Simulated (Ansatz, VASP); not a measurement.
**Pb: VASP beside Ansatz**

```
Pb
1.0
     0.00000    2.44157    2.44157
     2.44157    0.00000    2.44157
     2.44157    2.44157    0.00000
Pb
1
Direct
  0.00000 0.00000 0.00000
```

Alike in both runs: task single point; functional r2SCAN0; k mesh 5 × 5 × 5; occupations fermi-dirac, width 0.05 eV; no spin polarisation.

|  | VASP | Ansatz |
| --- | --- | --- |
| version | VASP 6.6.1 | Ansatz 0.2.0 |
| potentials or method | VASP PAW PBE potentials, release 64 (Pb_d) | Ansatz PAW |
| plane-wave cutoff (eV) | 520 | 500 |
| valence electrons in the cell | 14 | 14 |

Ansatz gave:

| Property | Result |
| --- | --- |
| gap on the k mesh at the Fermi level (eV) | none |
| pressure (GPa) | 2.2 |

Task: Estimate VASP's values.

Result: gap on the k mesh at the Fermi level (eV): none; pressure (GPa): 2.0.

VASP's potentials were made for PBE, not for r2SCAN0. A gap of «none» marks a metal or a gap that the smearing closes. With one functional, cell and mesh, what is left measures potentials, basis and numerics.

The k mesh is coarse, so the values compare programs but aren't converged. Neither program's run includes spin-orbit coupling.
